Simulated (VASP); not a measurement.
Crystal: Te.

```
Te
1.0
     5.22326    0.00000    0.00000
     0.00000    5.22326    0.00000
     0.00000    0.00000    5.22326
Te
4
Direct
  0.87500 0.12500 0.62500
  0.37500 0.37500 0.37500
  0.12500 0.62500 0.87500
  0.62500 0.87500 0.12500
```

Base run:

| Property | Result |
| --- | --- |
| Program | VASP 6.6.1 |
| Functional | revPBE |
| Potentials or basis | VASP PAW PBE potentials, release 64 (Te) |
| Cutoff | 520 eV |
| k mesh | 4 × 4 × 4 |
| Occupations | fermi-dirac, width 0.05 eV |
| Spin | no spin polarisation |

Its results: band gap on the k mesh zero (band 12 reaches 5.78 eV, above the bottom of band 13 at 5.65 eV); pressure 0.9 GPa.

The run is repeated on the same cell with these changes: functional from revPBE to PBEsol. What comes out?

Band gap on the k mesh zero (band 12 reaches 5.56 eV, above the bottom of band 13 at 5.43 eV); pressure -2.1 GPa.

PBEsol binds more tightly than revPBE, so the same cell stands under less pressure.

Caveats: the PAW data sets were made with another functional, which shifts forces and pressure a little; spin-orbit coupling is left out, which moves the levels of the heavy elements.
